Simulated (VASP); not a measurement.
# AlH3 (R-3c) in VASP: single point with r2SCAN

Aim: the single point of AlH3 with r2SCAN.

All numbers are computed with VASP 6.6.1; they aren't measurements. Logs are shortened: lines on timing, memory, paths and dates and some standing lists are left out, and cuts for length are marked.

### 1 The cell of the first run

Symmetry: R-3c, No. 167, trigonal system. The conventional cell has a = 4.483 Å, b = 4.483 Å, c = 11.893 Å, α = 90.00°, β = 90.00°, γ = 120.00°. Within 2.3 Å of Al (site symmetry -3) lie 6 H at 1.73 Å. H (site symmetry 2) has 2 Al at 1.73 Å within 2.3 Å.

### 2 Single point, r2SCAN

The input, POSCAR:

```
AlH3
1.0
    2.2414520000      3.8823020000      0.0000000000
   -2.2414520000      3.8823020000      0.0000000000
    0.0000000000     -2.5882010000      3.9642860000
Al H
2 6
Direct
    0.0000000000      0.0000000000      0.0000000000
    0.5000000000      0.5000000000      0.5000000000
    0.8780000000      0.6220000000      0.7500000000
    0.2500000000      0.8780000000      0.7500000000
    0.6220000000      0.2500000000      0.7500000000
    0.1220000000      0.3780000000      0.2500000000
    0.7500000000      0.1220000000      0.2500000000
    0.3780000000      0.7500000000      0.2500000000
```

The input, INCAR.step1:

```
PREC = Accurate ; ENCUT = 520
ISMEAR = -1 ; SIGMA = 0.1
LREAL = False ; LASPH = True
NELM = 100 ; NBANDS = 16
GGA = PE ; ALGO = Normal
EDIFF = 1E-4 ; LWAVE = True
LCHARG = False
```

The input, INCAR.step2:

```
PREC = Accurate ; ENCUT = 520
EDIFF = 1E-6 ; ISMEAR = -1
SIGMA = 0.1 ; LREAL = False
LASPH = True ; NELM = 100
ALGO = Normal ; ISIF = 2
LWAVE = False ; LCHARG = False
METAGGA = R2SCAN ; LMIXTAU = True
NBANDS = 16 ; ISTART = 1
```

The input, KPOINTS:

```
Automatic mesh
0
Gamma
  7 7 7
```

Potentials or basis: VASP PAW PBE potentials, release 64 (Al, H).

Launch:

```sh
$ cat potpaw_PBE.64/Al/POTCAR potpaw_PBE.64/H/POTCAR > POTCAR
$ cp INCAR.step1 INCAR
$ mpirun -np 1 vasp_std > vasp.out
$ cp INCAR.step2 INCAR
$ mpirun -np 1 vasp_std > vasp.out
```

OUTCAR:

```text
PREC = Accurate
   ENCUT = 520
   EDIFF = 1E-6
   ISMEAR = -1
   LREAL = False
   LASPH = True
   NELM = 100
   ISIF = 2
   METAGGA = R2SCAN
   ISTART = 1

 ion  position               nearest neighbor table
   1  0.000  0.000  0.000-   3 1.73   6 1.73   4 1.73   7 1.73   5 1.73   8 1.73   2 3.26   2 3.26
                             2 3.26   2 3.26   2 3.26   2 3.26
   2  0.500  0.500  0.500-   3 1.73   6 1.73   5 1.73   8 1.73   7 1.73   4 1.73   1 3.26   1 3.26
                             1 3.26   1 3.26   1 3.26   1 3.26
   3  0.878  0.622  0.750-   1 1.73   2 1.73
   4  0.250  0.878  0.750-   1 1.73   2 1.73
   5  0.622  0.250  0.750-   2 1.73   1 1.73
   6  0.122  0.378  0.250-   1 1.73   2 1.73
   7  0.750  0.122  0.250-   1 1.73   2 1.73
   8  0.378  0.750  0.250-   2 1.73   1 1.73

  LATTYP: Found a trigonal (rhomboedric) cell.
 ALAT       =     4.7343814756
 COS(alpha) =     0.5517065591

  Lattice vectors:

 A1 = (   2.2414520000,   1.2941010000,   3.9642860000)
 A2 = (  -2.2414520000,   1.2941010000,   3.9642860000)
 A3 = (   0.0000000000,  -2.5882010000,   3.9642860000)

Analysis of symmetry for initial positions (statically):
=====================================================================
 Subroutine PRICEL returns:
 Original cell was already a primitive cell.

 Routine SETGRP: Setting up the symmetry group for a
 trigonal (rhombohedral) supercell.

 Subroutine GETGRP returns: Found 12 space group operations
 (whereof  6 operations were pure point group operations)
 out of a pool of 12 trial point group operations.

The static configuration has the point symmetry S_6 .
 The point group associated with its full space group is D_3d.

Analysis of symmetry for dynamics (positions and initial velocities):
=====================================================================
 Subroutine PRICEL returns:
 Original cell was already a primitive cell.

 Routine SETGRP: Setting up the symmetry group for a
 trigonal (rhombohedral) supercell.

 Subroutine GETGRP returns: Found 12 space group operations
 (whereof  6 operations were pure point group operations)
 out of a pool of 12 trial point group operations.

The dynamic configuration has the point symmetry S_6 .
 The point group associated with its full space group is D_3d.

 Subroutine INISYM returns: Found 12 space group operations
 (whereof  6 operations are pure point group operations),
 and found     1 'primitive' translations

----------------------------------------------------------------------------------------

                                     Primitive cell

  volume of cell :      68.9944

  direct lattice vectors                    reciprocal lattice vectors
     2.241452000  3.882302000  0.000000000     0.223069689  0.128789569  0.084084067
    -2.241452000  3.882302000  0.000000000    -0.223069689  0.128789569  0.084084067
     0.000000000 -2.588201000  3.964286000     0.000000000  0.000000000  0.252252234

  length of vectors
     4.482898157  4.482898157  4.734379358     0.270955659  0.270955659  0.252252234

  position of ions in fractional coordinates (direct lattice)
     0.000000000  0.000000000  0.000000000
     0.500000000  0.500000000  0.500000000
     0.878000000  0.622000000  0.750000000
     0.250000000  0.878000000  0.750000000
     0.622000000  0.250000000  0.750000000
     0.122000000  0.378000000  0.250000000
     0.750000000  0.122000000  0.250000000
     0.378000000  0.750000000  0.250000000

  ion indices of the primitive-cell ions
   primitive index   ion index
                 1           1
                 2           2
                 3           3
                 4           4
                 5           5
                 6           6
                 7           7
                 8           8

----------------------------------------------------------------------------------------

 KPOINTS: Automatic mesh

Automatic generation of k-mesh.
 Grid dimensions read from file:
 generate k-points for:    7    7    7

 Generating k-lattice:

  Cartesian coordinates                     Fractional coordinates (reciprocal lattice)
     0.031867098  0.018398510  0.012012010     0.142857143  0.000000000  0.000000000
    -0.031867098  0.018398510  0.012012010     0.000000000  0.142857143  0.000000000
     0.000000000  0.000000000  0.036036033     0.000000000  0.000000000  0.142857143

  Length of vectors
     0.038707951  0.038707951  0.036036033

  Shift w.r.t. Gamma in fractional coordinates (k-lattice)
     0.000000000  0.000000000  0.000000000

 Subroutine IBZKPT returns following result:
 ===========================================

 Found     44 irreducible k-points:

 Following reciprocal coordinates:
            Coordinates               Weight
  0.000000  0.000000  0.000000      1.000000
  0.142857  0.000000  0.000000      6.000000
  0.285714  0.000000 -0.000000      6.000000
  0.428571 -0.000000  0.000000      6.000000
  0.142857  0.142857  0.000000      6.000000
  0.285714  0.142857  0.000000     12.000000
[... 16 lines left out ...]
  0.142857  0.142857  0.142857      6.000000
  0.285714  0.142857  0.142857     12.000000
 [... further k-points ...]
   k-points           NKPTS =     44   k-points in BZ     NKDIM =     44   number of bands    NBANDS=     16
   number of dos      NEDOS =    301   number of ions     NIONS =      8
   total plane-waves  NPLWV =  46656
   dimension x,y,z NGX =    36 NGY =   36 NGZ =   36
   dimension x,y,z NGXF=    72 NGYF=   72 NGZF=   72
   ions per type =               2   6
   NGX,Y,Z   is equivalent  to a cutoff of  13.35, 13.35, 12.64 a.u.
   NGXF,Y,Z  is equivalent  to a cutoff of  26.70, 26.70, 25.28 a.u.
 SYSTEM =  unknown system
   PREC   = accura    normal or accurate (medium, high low for compatibility)
   ISTART =      1    job   : 0-new  1-cont  2-samecut
   ICHARG =      0    charge: 1-file 2-atom 10-const
   ISPIN  =      1    spin polarized calculation?
   LNONCOLLINEAR =      F non collinear calculations
   LSORBIT =      F    spin-orbit coupling
   LASPH  =      T    aspherical Exc in radial PAW
   ENCUT  =  520.0 eV  38.22 Ry    6.18 a.u.   8.34  8.34  8.80*2*pi/ulx,y,z
   NELM   =    100;   NELMIN=  2; NELMDL=  0     # of ELM steps
   EDIFF  = 0.1E-05   stopping-criterion for ELM
   LREAL  =      F    real-space projection
   EDIFFG = 0.1E-04   stopping-criterion for IOM
   NSW    =      0    number of steps for IOM
   IBRION =     -1    ionic relax: 0-MD 1-quasi-New 2-CG
   NFREE  =      0    steps in history (QN), initial steepest desc. (CG)
   ISIF   =      2    stress and relaxation
   ISYM   =      2    0-nonsym 1-usesym 2-fastsym
   POTIM  = 0.5000    time-step for ionic-motion
   TEBEG  =    0.0;   TEEND  =   0.0 temperature during run
   PSTRESS=    0.0 pullay stress
   NELECT =      12.0000    total number of electrons
   NUPDOWN=      -1.0000    fix difference up-down
   EMIN   =  10.00;   EMAX   =-10.00  energy-range for DOS
   EFERMI =   0.00;   METHOD = LEGACY
   ISMEAR =    -1;   SIGMA  =   0.10  broadening in eV -4-tet -1-fermi 0-gaus
   EFERMI_NEDOS =   21; number of points for ismear=-14 and -15
   IALGO  =     38    algorithm
   IMIX   =      4    mixing-type and parameters
     AMIX     =   0.40;   BMIX     =  1.00
     AMIX_MAG =   1.60;   BMIX_MAG =  1.00
  volume/ion in A,a.u.               =       8.62        58.20
  Fermi-wavevector in a.u.,A,eV,Ry     =   0.913827  1.726883 11.361951  0.835080
  Thomas-Fermi vector in A             =   2.038384
   LORBIT       =      0    0 simple, 1 ext, 2 COOP (PROOUT), +10 PAW based schemes
   METAGGA = R2SCAN    functional components
   LHFCALC =     F    Hartree Fock is set to
   AEXX    =    0.0000 exact exchange contribution
   IVDW    =     0    specifies the selected vdW correction
   LEPSILON=     F    determine dielectric tensor
   LRPA    =     F    only Hartree local field effects (RPA)
 non-spin polarized calculation
  energy-cutoff  :      520.00
  volume of cell :       68.99
 maximum number of plane-waves:      1887
 NGX is ok and might be reduce to    36
   NGX = 17   NGY = 17   NGZ = 17

 number of electron      12.0000001 magnetization

 Free energy of the ion-electron system (eV)
  ---------------------------------------------------
  ext. energy  EPLUGINS =         0.00000000
  ---------------------------------------------------
  free energy    TOTEN  =       -34.75683397 eV

  energy without entropy =      -34.75683382  energy(sigma->0) =      -34.75683389

 E-fermi :   2.0528     XC(G=0):  -9.0263

 val. band max:        0.4538827671   @ k =  -0.4286   0.4286   0.0000
 cond. band min:       3.2307240188   @ k =   0.0000   0.0000   0.0000
 fundamental gap:      2.7768412517
 Fermi energy:         2.0528072177

 k-point     1 :       0.0000    0.0000    0.0000
  band No.  band energies     occupation
      1      -8.2769      2.00000
      2      -1.9724      2.00000
      3      -1.3458      2.00000
      4      -1.3458      2.00000
      5       0.3548      2.00000
      6       0.3549      2.00000
[... 8 lines left out ...]
     15      12.5052      0.00000
     16      18.8623      0.00000

 k-point     2 :       0.1429    0.0000    0.0000
  band No.  band energies     occupation
      1      -8.0741      2.00000
      2      -2.2146      2.00000
      3      -1.7885      2.00000
      4      -1.3830      2.00000
      5       0.1069      2.00000
      6       0.2242      2.00000
[... 8 lines left out ...]
     15      13.2611      0.00000
     16      16.5102      0.00000
[... 387 lines left out ...]
      5      -0.8948      2.00000
      6       0.3779      2.00000
[... 8 lines left out ...]
     15      13.5500      0.00000
     16      14.2655      0.00000

 k-point    24 :       0.2857    0.1429    0.1429
  band No.  band energies     occupation
      1      -7.0437      2.00000
      2      -3.9096      2.00000
      3      -2.6104      2.00000
      4      -1.7202      2.00000
      5      -1.0046      2.00000
      6       0.3738      2.00000
[... 8 lines left out ...]
     15      14.2407      0.00000
     16      14.7411      0.00000

 [... further k-points ...]

------------------------ aborting loop because EDIFF is reached ----------------------------------------

  FORCE on cell =-STRESS in cart. coord.  units (eV):
  Direction    XX          YY          ZZ          XY          YZ          ZX
  --------------------------------------------------------------------------------------
  -------------------------------------------------------------------------------------
  Total       -1.2611159     -1.2611115     -1.2617672     -0.0000000     -0.0000001      0.0000000
  in kB      -29.2854458    -29.2853441    -29.3005718     -0.0000000     -0.0000025      0.0000000
  external PRESSURE =     -29.2904539 kB  Pullay stress =       0.0000000 kB

 VOLUME and BASIS-vectors are now :
 -----------------------------------------------------------------------------
  energy-cutoff  :      520.00
  volume of cell :       68.99
      direct lattice vectors                 reciprocal lattice vectors
     2.241452000  3.882302000  0.000000000     0.223069689  0.128789569  0.084084067
    -2.241452000  3.882302000  0.000000000    -0.223069689  0.128789569  0.084084067
     0.000000000 -2.588201000  3.964286000     0.000000000  0.000000000  0.252252234

 POSITION                                       TOTAL-FORCE (eV/Angst)
 -----------------------------------------------------------------------------------
      0.00000      0.00000      0.00000        -0.000000      0.000000     -0.000000
      0.00000      2.58820      1.98214        -0.000000      0.000000     -0.000000
      0.57381      3.88230      2.97321        -0.090994      0.000000     -0.000000
     -1.40763      2.43809      2.97321         0.045497     -0.078803     -0.000000
      0.83382      1.44422      2.97321         0.045497      0.078803      0.000000
     -0.57381      1.29410      0.99107         0.090994      0.000000     -0.000000
      1.40763      2.73832      0.99107        -0.045497      0.078803      0.000000
     -0.83382      3.73219      0.99107        -0.045497     -0.078803     -0.000000
 -----------------------------------------------------------------------------------
    total drift:                               -0.000000      0.000000     -0.000000

  FREE ENERGIE OF THE ION-ELECTRON SYSTEM (eV)
  ---------------------------------------------------
  free  energy   TOTEN  =       -34.7568339662 eV

  energy  without entropy=      -34.7568338216  energy(sigma->0) =      -34.75683389
```

Run time: 6.3 min. Hardware: 1 thread of Oxide Virtual Turin-like, shared host; peak memory 0.19 GiB.

Results:

```
Free energy            : -34.7568 eV
Pressure               : -2.9 GPa
Largest force          : 0.091 eV/Å
Band gap on the k mesh : 2.78 eV (least direct gap 2.88 eV)
```

Forces in eV/Å, atoms in the order of the input:
```
Al   0.000  0.000  0.000
Al   0.000  0.000  0.000
H   -0.091  0.000  0.000
H    0.045 -0.079  0.000
H    0.045  0.079  0.000
H    0.091  0.000  0.000
H   -0.045  0.079  0.000
H   -0.045 -0.079  0.000
```

Levels at points of the mesh, in eV from the valence-band top:
```csv
k point,band 4,band 5,band 6,band 7,band 8,band 9
"(0.00, 0.00, 0.00)",-1.80,-0.10,-0.10,2.78,6.52,6.52
```

Caveat: the PAW data sets were made with another functional, which shifts forces and pressure a little. A k mesh can miss the band edges.
